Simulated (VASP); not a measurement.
Wanted: the native input for a VASP 6.6.1 run.

```
Task                   : single point
Functional             : LDA
Potentials or basis    : VASP PAW LDA potentials, release 64 (Ga_d, N)
Cutoff                 : 600 eV
k mesh                 : 7 × 7 × 7
Occupations            : methfessel-paxton, width 0.05 eV
Spin                   : no spin polarisation
Dipole correction      : no
Further INCAR settings : ALGO = Normal; EDIFF = 1e-06; NBANDS = 16
```

The structure of GaN lies in POSCAR:

```
GaN
1.0
    0.0000000000      2.1563773156      2.1563773156
    2.1563773156      0.0000000000      2.1563773156
    2.1563773156      2.1563773156      0.0000000000
Ga N
1 1
Direct
    0.0000000000      0.0000000000      0.0000000000
    0.5000000000      0.5000000000      0.5000000000
```

One way to write it, as run:

INCAR

```
SYSTEM = GaN
PREC = Accurate
ENCUT = 600
EDIFF = 1E-6
ISMEAR = 1
SIGMA = 0.05
LREAL = .False.
LASPH = .True.
NELM = 120
ALGO = Normal
ISIF = 2
LWAVE = .False.
LCHARG = .True.
LELF = .True.
LVHAR = .True.
NBANDS = 16
GGA_COMPAT = .False.
```

KPOINTS

```
Automatic mesh
0
Gamma
  7 7 7
  0 0 0
```

Potentials or basis: VASP PAW LDA potentials, release 64 (Ga_d, N).

Run with:

```console
$ cat potpaw_LDA.64/Ga_d/POTCAR potpaw_LDA.64/N/POTCAR > POTCAR
$ mpirun -np 1 vasp_std > vasp.out
```

Results of the run:

| Quantity | Value |
| --- | --- |
| Pressure | -17.8 GPa |
| Band gap on the k mesh | 0.45 eV, indirect (least direct gap 2.09 eV) |

Run time: 12 s on 1 thread of Intel Xeon 8259CL, on a shared host, peak memory 0.13 GiB.
